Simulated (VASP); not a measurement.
**HfO2: single point with PBE**

Crystal: HfO2.

```
CELL_PARAMETERS angstrom
0.00000 2.35290 2.76210
2.35290 0.00000 2.76210
2.35290 2.35290 0.00000
ATOMIC_POSITIONS crystal
Hf 0.00000 0.00000 0.00000
O 0.25000 0.25000 0.25000
O 0.75000 0.75000 0.75000
```

This cell differs from its parent crystal: strain -0.080 along x and y, +0.080 along z.

| Item | Value |
| --- | --- |
| Program | VASP 6.6.1 |
| Task | single point |
| Functional | PBE |
| Potentials or basis | VASP PAW PBE potentials, release 64 (Hf_pv, O) |
| Cutoff | 520 eV |
| k mesh | 8 × 8 × 8 |
| Occupations | gaussian, width 0.05 eV |
| Spin | no spin polarisation |

| Item | Value |
| --- | --- |
| Pressure | 19.6 GPa |
| Band gap on the k mesh | 1.34 eV, indirect (least direct gap 1.96 eV) |

Stress tensor (GPa, compression positive):
```
 47.90   0.00   0.00
  0.00  47.90   0.00
  0.00   0.00 -36.92
```

Levels at points of the mesh, in eV from the valence-band top:
```csv
k point,band 8,band 9,band 10,band 11,band 12,band 13,band 14,band 15
"(0.00, 0.00, 0.00)",-6.38,-2.74,-0.62,-0.62,1.34,3.97,6.31,9.38
"(0.50, 0.00, 0.00)",-3.82,-3.72,-2.64,-2.57,3.53,4.15,6.17,8.00
"(0.50, 0.50, 0.00)",-4.37,-1.75,-1.72,-1.72,2.77,4.25,4.97,6.91
"(0.50, 0.00, 0.50)",-4.00,-3.99,-1.08,0.00,2.13,5.72,6.99,7.56
```

It took 16 s on 1 thread of Intel(R) Xeon(R) 6975P-C (Granite Rapids) (shared host), peak memory 0.17 GiB.

Caveat: the cell differs from its parent crystal (strain -0.080 along x and y, +0.080 along z); spin-orbit coupling is left out, which moves the levels of the heavy elements. A k mesh can miss the band edges.
